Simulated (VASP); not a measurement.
# W9C8 in VASP: further runs

Runs on W9C8. Level: PBEsol. Tasks: single point.

All numbers are computed with VASP 6.6.1; they aren't measurements. Logs are shortened: lines on timing, memory, paths and dates and some standing lists are left out, and cuts for length are marked.

### 1 The cell of the first run

The cell holds a slab with vacuum, 17 atoms: a = 5.806 Å, b = 5.663 Å, c = 15.190 Å, α = 90.00°, β = 90.00°, γ = 90.00°.

### 2 Single point, PBEsol

INCAR reads:

```
ALGO = Normal
EDIFF = 1E-7
ENCUT = 520
GGA = PS
ISIF = 2
ISMEAR = 0
LASPH = True
LCHARG = False
LREAL = Auto
LWAVE = False
NBANDS = 93
NELM = 100
PREC = Accurate
SIGMA = 0.05
```

KPOINTS reads:

```
k-points
0
Gamma
  4 5 1
```

POSCAR reads:

```
W9C8
1.0
    5.8060000000      0.0000000000      0.0000000000
    0.0000000000      5.6630000000      0.0000000000
    0.0000000000      0.0000000000     15.1901200000
W C
9 8
Direct
    0.0000000000      0.0000000000      0.0658323000
    0.2519168799      0.0034379692      0.2279537289
    0.0000000000      0.5000000000      0.0658323000
    0.2454787896      0.4987845654      0.2275827091
    0.5000000000      0.0000000000      0.0658323000
    0.7508243662     -0.0017483301      0.2308468792
    0.5000000000      0.5000000000      0.0658323000
    0.7481036098      0.4974403730      0.2261484189
   -0.0119399191      0.4468873910      0.3790128170
    0.0011106600      0.2476286082      0.1678978754
    0.2389051080      0.2617449276      0.3298490720
   -0.0056987729      0.7521429591      0.1645403064
    0.0473160107      0.7854879880      0.3083867973
    0.5048231388      0.2522079451      0.1691363472
    0.7662520177      0.2481886008      0.3293034111
    0.4941830892      0.7491177215      0.1731052787
    0.8150952087      0.7507767078      0.3339834542
```

Potentials or basis: VASP PAW PBE potentials, release 64 (W_sv, C).

Run with:

```console
$ cat potpaw_PBE.64/W_sv/POTCAR potpaw_PBE.64/C/POTCAR > POTCAR
$ mpirun -np 1 vasp_std > vasp.out
```

OUTCAR:

```text
EDIFF = 1E-7
   ENCUT = 520
   GGA = PS
   ISIF = 2
   ISMEAR = 0
   LASPH = True
   LREAL = Auto
   NELM = 100
   PREC = Accurate

 ion  position               nearest neighbor table
   1  0.000  0.000  0.066-  12 2.05  10 2.09   3 2.83   3 2.83   2 2.86   6 2.89   5 2.90   5 2.90

   2  0.252  0.003  0.228-  13 2.10  11 2.13  16 2.18  10 2.21  14 2.22  12 2.28   4 2.81   5 2.85
                             4 2.86   1 2.86   6 2.90   6 2.91
   3  0.000  0.500  0.066-  12 2.07  10 2.11   1 2.83   1 2.83   4 2.84   8 2.84   7 2.90   7 2.90

   4  0.245  0.499  0.228-  11 2.05  16 2.19  10 2.20  14 2.24  12 2.26  13 2.34   9 2.76   2 2.81
                             3 2.84   2 2.86   7 2.87   8 2.89   8 2.92
   5  0.500  0.000  0.066-  14 2.12  16 2.16   7 2.83   7 2.83   2 2.85   6 2.90   1 2.90   1 2.90

   6  0.751  0.998  0.231-  15 2.06  17 2.13  12 2.23  16 2.23  14 2.23  10 2.24  13 2.41   8 2.83
                             8 2.84   1 2.89   2 2.90   5 2.90   2 2.91
   7  0.500  0.500  0.066-  14 2.11  16 2.16   8 2.83   5 2.83   5 2.83   4 2.87   3 2.90   3 2.90

   8  0.748  0.497  0.226-  15 2.11  14 2.16  16 2.20  17 2.21  10 2.22  12 2.24  13 2.69   9 2.72
                             6 2.83   7 2.83   6 2.84   3 2.84   4 2.89   4 2.92
   9  0.988  0.447  0.379-  15 1.87  11 1.94  17 2.11  13 2.22   8 2.72   4 2.76
  10  0.001  0.248  0.168-   1 2.09   3 2.11   4 2.20   2 2.21   8 2.22   6 2.24
  11  0.239  0.262  0.330-   9 1.94   4 2.05   2 2.13
  12  0.994  0.752  0.165-   1 2.05   3 2.07   6 2.23   8 2.24   4 2.26   2 2.28
  13  0.047  0.785  0.308-  17 1.42   2 2.10   9 2.22   4 2.34   6 2.41   8 2.69
  14  0.505  0.252  0.169-   7 2.11   5 2.12   8 2.16   2 2.22   6 2.23   4 2.24
  15  0.766  0.248  0.329-   9 1.87   6 2.06   8 2.11
  16  0.494  0.749  0.173-   7 2.16   5 2.16   2 2.18   4 2.19   8 2.20   6 2.23
  17  0.815  0.751  0.334-  13 1.42   9 2.11   6 2.13   8 2.21

  LATTYP: Found a simple orthorhombic cell.
 ALAT       =     5.6630000000
 B/A-ratio  =     1.0252516334
 C/A-ratio  =     2.6823450468

  Lattice vectors:

 A1 = (   0.0000000000,  -5.6630000000,   0.0000000000)
 A2 = (   5.8060000000,   0.0000000000,   0.0000000000)
 A3 = (   0.0000000000,   0.0000000000,  15.1901200000)

Analysis of symmetry for initial positions (statically):
=====================================================================
 Subroutine PRICEL returns:
 Original cell was already a primitive cell.

 Routine SETGRP: Setting up the symmetry group for a
 simple orthorhombic supercell.

 Subroutine GETGRP returns: Found  1 space group operations
 (whereof  1 operations were pure point group operations)
 out of a pool of  8 trial point group operations.

The static configuration has the point symmetry C_1 .

Analysis of symmetry for dynamics (positions and initial velocities):
=====================================================================
 Subroutine PRICEL returns:
 Original cell was already a primitive cell.

 Routine SETGRP: Setting up the symmetry group for a
 simple orthorhombic supercell.

 Subroutine GETGRP returns: Found  1 space group operations
 (whereof  1 operations were pure point group operations)
 out of a pool of  8 trial point group operations.

The dynamic configuration has the point symmetry C_1 .

 Subroutine INISYM returns: Found  1 space group operations
 (whereof  1 operations are pure point group operations),
 and found     1 'primitive' translations

----------------------------------------------------------------------------------------

                                     Primitive cell

  volume of cell :     499.4417

  direct lattice vectors                    reciprocal lattice vectors
     5.806000000  0.000000000  0.000000000     0.172235618  0.000000000  0.000000000
     0.000000000  5.663000000  0.000000000     0.000000000  0.176584849  0.000000000
     0.000000000  0.000000000 15.190120000     0.000000000  0.000000000  0.065832265

  length of vectors
     5.806000000  5.663000000 15.190120000     0.172235618  0.176584849  0.065832265

  position of ions in fractional coordinates (direct lattice)
     0.000000000  0.000000000  0.065832300
     0.251916880  0.003437969  0.227953729
     0.000000000  0.500000000  0.065832300
     0.245478790  0.498784565  0.227582709
     0.500000000  0.000000000  0.065832300
     0.750824366  0.998251670  0.230846879
[... 9 lines left out ...]
     0.494183089  0.749117721  0.173105279
     0.815095209  0.750776708  0.333983454

  ion indices of the primitive-cell ions
   primitive index   ion index
                 1           1
                 2           2
                 3           3
                 4           4
                 5           5
                 6           6
[... 9 lines left out ...]
                16          16
                17          17

----------------------------------------------------------------------------------------

 KPOINTS: k-points

Automatic generation of k-mesh.
 Grid dimensions read from file:
 generate k-points for:    4    5    1

 Generating k-lattice:

  Cartesian coordinates                     Fractional coordinates (reciprocal lattice)
     0.043058905  0.000000000  0.000000000     0.250000000  0.000000000  0.000000000
     0.000000000  0.035316970  0.000000000     0.000000000  0.200000000  0.000000000
     0.000000000  0.000000000  0.065832265     0.000000000  0.000000000  1.000000000

  Length of vectors
     0.043058905  0.035316970  0.065832265

  Shift w.r.t. Gamma in fractional coordinates (k-lattice)
     0.000000000  0.000000000  0.000000000

 Subroutine IBZKPT returns following result:
 ===========================================

 Found     11 irreducible k-points:

 Following reciprocal coordinates:
            Coordinates               Weight
  0.000000  0.000000  0.000000      1.000000
  0.250000  0.000000  0.000000      2.000000
  0.500000  0.000000  0.000000      1.000000
  0.000000  0.200000  0.000000      2.000000
  0.250000  0.200000  0.000000      2.000000
 -0.250000  0.200000  0.000000      2.000000
  0.500000  0.200000  0.000000      2.000000
  0.000000  0.400000  0.000000      2.000000
  0.250000  0.400000  0.000000      2.000000
 -0.250000  0.400000  0.000000      2.000000
  0.500000  0.400000  0.000000      2.000000
   k-points           NKPTS =     11   k-points in BZ     NKDIM =     11   number of bands    NBANDS=     93
   number of dos      NEDOS =    301   number of ions     NIONS =     17
   total plane-waves  NPLWV = 241920
   dimension x,y,z NGX =    48 NGY =   42 NGZ =  120
   dimension x,y,z NGXF=    96 NGYF=   84 NGZF=  240
   ions per type =               9   8
   NGX,Y,Z   is equivalent  to a cutoff of  13.74, 12.33, 13.13 a.u.
   NGXF,Y,Z  is equivalent  to a cutoff of  27.49, 24.66, 26.27 a.u.
 SYSTEM =  unknown system
   PREC   = accura    normal or accurate (medium, high low for compatibility)
   ISTART =      0    job   : 0-new  1-cont  2-samecut
   ICHARG =      2    charge: 1-file 2-atom 10-const
   ISPIN  =      1    spin polarized calculation?
   LNONCOLLINEAR =      F non collinear calculations
   LSORBIT =      F    spin-orbit coupling
   LASPH  =      T    aspherical Exc in radial PAW
   ENCUT  =  520.0 eV  38.22 Ry    6.18 a.u.  10.80 10.53 28.24*2*pi/ulx,y,z
   NELM   =    100;   NELMIN=  2; NELMDL= -5     # of ELM steps
   EDIFF  = 0.1E-06   stopping-criterion for ELM
   LREAL  =      T    real-space projection
   EDIFFG = 0.1E-05   stopping-criterion for IOM
   NSW    =      0    number of steps for IOM
   IBRION =     -1    ionic relax: 0-MD 1-quasi-New 2-CG
   NFREE  =      0    steps in history (QN), initial steepest desc. (CG)
   ISIF   =      2    stress and relaxation
   ISYM   =      2    0-nonsym 1-usesym 2-fastsym
   POTIM  = 0.5000    time-step for ionic-motion
   TEBEG  =    0.0;   TEEND  =   0.0 temperature during run
   PSTRESS=    0.0 pullay stress
   NELECT =     158.0000    total number of electrons
   NUPDOWN=      -1.0000    fix difference up-down
   EMIN   =  10.00;   EMAX   =-10.00  energy-range for DOS
   EFERMI =   0.00;   METHOD = LEGACY
   ISMEAR =     0;   SIGMA  =   0.05  broadening in eV -4-tet -1-fermi 0-gaus
   EFERMI_NEDOS =   21; number of points for ismear=-14 and -15
   IALGO  =     38    algorithm
   IMIX   =      4    mixing-type and parameters
     AMIX     =   0.40;   BMIX     =  1.00
     AMIX_MAG =   1.60;   BMIX_MAG =  1.00
  volume/ion in A,a.u.               =      29.38       198.26
  Fermi-wavevector in a.u.,A,eV,Ry     =   1.115490  2.107970 16.929967  1.244317
  Thomas-Fermi vector in A             =   2.252095
   LORBIT       =      0    0 simple, 1 ext, 2 COOP (PROOUT), +10 PAW based schemes
   GGA     = PS    functional components
   LHFCALC =     F    Hartree Fock is set to
   AEXX    =    0.0000 exact exchange contribution
   IVDW    =     0    specifies the selected vdW correction
   LEPSILON=     F    determine dielectric tensor
   LRPA    =     F    only Hartree local field effects (RPA)
 non-spin polarized calculation
 Gauss-broadening in eV      SIGMA  =   0.05
  energy-cutoff  :      520.00
  volume of cell :      499.44
 maximum number of plane-waves:     13496
 NGX is ok and might be reduce to    48
   NGX = 21   NGY = 21   NGZ = 57

 number of electron     158.0000002 magnetization

 Free energy of the ion-electron system (eV)
  ---------------------------------------------------
  ext. energy  EPLUGINS =         0.00000000
  ---------------------------------------------------
  free energy    TOTEN  =      -181.55590282 eV

  energy without entropy =     -181.53785540  energy(sigma->0) =     -181.54687911

 E-fermi :   1.4732     XC(G=0):  -6.5854

 val. band max:        1.4657982764   @ k =   0.5000   0.0000   0.0000
 cond. band min:       1.4870580108   @ k =   0.2500   0.2000   0.0000
 fundamental gap:      0.0212597345
 Fermi energy:         1.4731857571

 k-point     1 :       0.0000    0.0000    0.0000
  band No.  band energies     occupation
      1     -72.9756      2.00000
      2     -72.9015      2.00000
      3     -72.8595      2.00000
      4     -72.8436      2.00000
      5     -72.7881      2.00000
      6     -72.7542      2.00000
[... 1023 lines left out ...]
     90       2.6517      0.00000
     91       2.8381      0.00000
 [bands above 91 left out]

------------------------ aborting loop because EDIFF is reached ----------------------------------------

  FORCE on cell =-STRESS in cart. coord.  units (eV):
  Direction    XX          YY          ZZ          XY          YZ          ZX
  --------------------------------------------------------------------------------------
  -------------------------------------------------------------------------------------
  Total      -19.1354568    -11.8218450      0.9097301      0.9347568      0.0008353     -0.0077825
  in kB      -61.3853333    -37.9237300      2.9183565      2.9986408      0.0026796     -0.0249658
  external PRESSURE =     -32.1302356 kB  Pullay stress =       0.0000000 kB

 VOLUME and BASIS-vectors are now :
 -----------------------------------------------------------------------------
  energy-cutoff  :      520.00
  volume of cell :      499.44
      direct lattice vectors                 reciprocal lattice vectors
     5.806000000  0.000000000  0.000000000     0.172235618  0.000000000  0.000000000
     0.000000000  5.663000000  0.000000000     0.000000000  0.176584849  0.000000000
     0.000000000  0.000000000 15.190120000     0.000000000  0.000000000  0.065832265

 POSITION                                       TOTAL-FORCE (eV/Angst)
 -----------------------------------------------------------------------------------
      0.00000      0.00000      1.00000         0.098693      0.233515     -0.237168
      1.46263      0.01947      3.46264         0.016584     -0.007478      0.014165
      0.00000      2.83150      1.00000        -0.048765     -0.520228     -0.679413
      1.42525      2.82462      3.45701         0.018962      0.018848     -0.001265
      2.90300      0.00000      1.00000         0.093426      0.142431      0.767876
      4.35929      5.65310      3.50659        -0.023875     -0.002461     -0.005528
[... 9 lines left out ...]
      2.86923      4.24225      2.62949         0.000319     -0.000166     -0.005848
      4.73244      4.25165      5.07325        -0.102496      0.018719      0.063945
 -----------------------------------------------------------------------------------
    total drift:                               -0.006673     -0.001549      0.002349

  FREE ENERGIE OF THE ION-ELECTRON SYSTEM (eV)
  ---------------------------------------------------
  free  energy   TOTEN  =      -181.5559028157 eV

  energy  without entropy=     -181.5378553961  energy(sigma->0) =     -181.54687911
```

It took 27 min on 1 thread of Intel Xeon Platinum 8259CL at 2.50GHz (Skylake/Cascade Lake), shared host; peak memory 0.7 GiB.

Results:

```yaml
Free_energy: -181.5559 eV
Largest_force: 0.857 eV/Å
Band_gap_on_the_k_mesh: zero (bands 79 and 80 overlap by 0.25 eV)
```

Forces on the atoms (eV/Å):
```
W    0.099  0.234 -0.237
W    0.017 -0.007  0.014
W   -0.049 -0.520 -0.679
W    0.019  0.019 -0.001
W    0.093  0.142  0.768
W   -0.024 -0.002 -0.006
W   -0.139  0.149 -0.092
W   -0.025  0.012 -0.016
W    0.034  0.044  0.126
C   -0.001  0.003  0.007
C    0.036 -0.049  0.039
C    0.000 -0.007  0.004
C    0.091  0.036 -0.009
C   -0.001 -0.009  0.003
C   -0.049 -0.062  0.022
C    0.000  0.000 -0.006
C   -0.102  0.019  0.064
```

Caveat: the PAW data sets were made with another functional, which shifts forces and pressure a little; spin-orbit coupling is left out, which moves the levels of the heavy elements.

### 3 Single point, PBEsol

INCAR reads:

```
SYSTEM = W9C8
  PREC = Accurate
  ENCUT = 520
  EDIFF = 1E-7
  ISMEAR = 0
  SIGMA = 0.05
  LREAL = Auto
  LASPH = .True.
  NELM = 100
  ALGO = Normal
  ISIF = 2
  LWAVE = .False.
  LCHARG = .False.
  GGA = PS
  NBANDS = 93
```

KPOINTS reads:

```
Automatic mesh
0
Gamma
  4 5 1
  0 0 0
```

POSCAR reads:

```
W9C8
1.0
    5.8060000000      0.0000000000      0.0000000000
    0.0000000000      5.6630000000      0.0000000000
    0.0000000000      0.0000000000     15.1901200000
W C
9 8
Direct
    0.0000000000      0.0000000000      0.0658323305
    0.2492874612      0.0003360410      0.2332666233
    0.0000000000      0.5000000000      0.0658323305
    0.2539092318      0.4985041497      0.2267107831
    0.5000000000      0.0000000000      0.0658323305
    0.7500198071      0.0053835423      0.2293409795
    0.5000000000      0.5000000000      0.0658323305
    0.7542307957      0.4982096062      0.2288654073
    0.0156104030      0.4363941374      0.3770767446
    0.0014266276      0.2474591206      0.1690598231
    0.2638527385      0.2592332686      0.3300056221
    0.0050680331      0.7553416917      0.1653458301
    0.1798479159      0.7496196362      0.3353346122
    0.4944989666      0.2528456648      0.1688427741
    0.7518691009      0.2617865089      0.3308380052
    0.5053801240      0.7521080699      0.1736065285
    0.9456989321      0.7735532403      0.3106374407
```

Potentials or basis: VASP PAW PBE potentials, release 64 (W_sv, C).

Run with:

```console
$ cat potpaw_PBE.64/W_sv/POTCAR potpaw_PBE.64/C/POTCAR > POTCAR
$ mpirun -np 1 vasp_std > vasp.out
```

It took 45 min on 1 thread of Intel Xeon 8259CL, shared host; peak memory 0.71 GiB.

Results (log left out):

```
Free energy            : -181.4394 eV
Largest force          : 0.928 eV/Å
Band gap on the k mesh : zero (bands 79 and 80 overlap by 0.24 eV)
```

Forces in eV/Å, atoms in the order of the input:
```
W   -0.096  0.247 -0.127
W    0.219  0.067 -0.117
W    0.029 -0.361 -0.332
W    0.036  0.190 -0.313
W   -0.051  0.170  0.910
W   -0.128 -0.231 -0.129
W    0.145  0.181 -0.111
W   -0.138  0.057 -0.276
W    0.229  0.231  0.388
C   -0.058  0.045 -0.182
C   -0.649 -0.537  0.112
C    0.001 -0.189 -0.057
C    0.042  0.023  0.083
C    0.162 -0.056  0.064
C    0.320 -0.171  0.051
C    0.047  0.051  0.067
C   -0.112  0.282 -0.030
```

Levels at points of the mesh, in eV from the Fermi level:
| k point | band 77 | band 78 | band 79 | band 80 | band 81 | band 82 |
| --- | --- | --- | --- | --- | --- | --- |
| (0.00, 0.00, 0.00) | -0.39 | -0.11 | 0.03 | 0.34 | 0.51 | 0.82 |
| (0.50, 0.00, 0.00) | -0.59 | -0.17 | -0.17 | -0.02 | 0.04 | 0.22 |

Caveat: the PAW data sets were made with another functional, which shifts forces and pressure a little; spin-orbit coupling is left out, which moves the levels of the heavy elements.
